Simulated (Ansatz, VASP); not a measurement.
**PbS in VASP and in Ansatz**

```
Pb S
1.0
     2.07995   -5.99130    0.00000
     2.07995    5.99130    0.00000
     0.00000    0.00000    4.27932
Pb S
2 2
Direct
  0.86944 0.13056 0.75000
  0.13056 0.86944 0.25000
  0.64520 0.35480 0.75000
  0.35480 0.64520 0.25000
```

Alike in both runs: task single point; functional LDA; k mesh 10 × 10 × 10; occupations gaussian, width 0.05 eV; no spin polarisation.

|  | VASP | Ansatz |
| --- | --- | --- |
| version | VASP 6.6.1 | Ansatz 0.2.0 |
| potentials or method | VASP PAW LDA potentials, release 64 (Pb_d, S), cutoff 520 eV | scalar-relativistic, plane waves, PAW |
| valence electrons in the cell | 40 | 40 |

|  | VASP | Ansatz | Ansatz less VASP |
| --- | --- | --- | --- |
| gap on the k mesh at the Fermi level (eV) | 1.02 | 1.03 | +0.011 |
| pressure (GPa) | -3.5 | -3.5 | -0.02 |
| traceless stress, the component that is largest in VASP (GPa) | 0.39 | 0.42 | +0.024 |
| rms of the force components (eV/Å) | 0.045 | 0.051 | +0.0052 |

LDA's correlation is that of Perdew and Zunger in VASP and of Perdew and Wang (1992) in Ansatz. Atom by atom the forces differ by 0.005 eV/Å (rms over components).

Neither program's run includes spin-orbit coupling.
